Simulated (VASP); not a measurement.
**TaN: single point with PBEsol**

The system is TaN.

```
Ta N
1.0
     0.00000   -2.18784   -2.18784
     2.18784    0.00000   -2.18784
     2.18784   -2.18784    0.00000
Ta N
1 1
Direct
  0.00000 0.00000 0.00000
  0.50000 0.50000 0.50000
```

```
Program             : VASP 6.6.1
Task                : single point
Functional          : PBEsol
Potentials or basis : VASP PAW PBE potentials, release 64 (Ta_sv_GW, N)
Cutoff              : 600 eV
k mesh              : 16 × 16 × 16
Occupations         : gaussian, width 0.1 eV
Spin                : no spin polarisation
```

| Item | Value |
| --- | --- |
| Pressure | 0.1 GPa |
| Band gap on the k mesh | zero (bands 9 and 10 overlap by 4.13 eV) |

Levels at points of the mesh, in eV from the Fermi level:
| k point | band 5 | band 6 | band 7 | band 8 | band 9 | band 10 | band 11 | band 12 | band 13 | band 14 |
| --- | --- | --- | --- | --- | --- | --- | --- | --- | --- | --- |
| (0.00, 0.00, 0.00) | -18.90 | -3.83 | -3.83 | -3.83 | -2.15 | -2.15 | -2.15 | 0.05 | 0.05 | 1.67 |
| (0.50, 0.00, 0.00) | -15.75 | -10.51 | -7.68 | -7.68 | 1.97 | 1.97 | 2.06 | 3.83 | 7.73 | 7.73 |
| (0.50, 0.50, 0.00) | -17.64 | -6.64 | -5.58 | -4.63 | -4.63 | 2.16 | 3.67 | 3.67 | 4.74 | 6.91 |

Run time: 32 s on 1 thread of Intel(R) Xeon(R) 6975P-C (Granite Rapids), with other jobs on the host, peak memory 0.21 GiB.

Caveat: the PAW data sets were made with another functional, which shifts forces and pressure a little; spin-orbit coupling is left out, which moves the levels of the heavy elements.
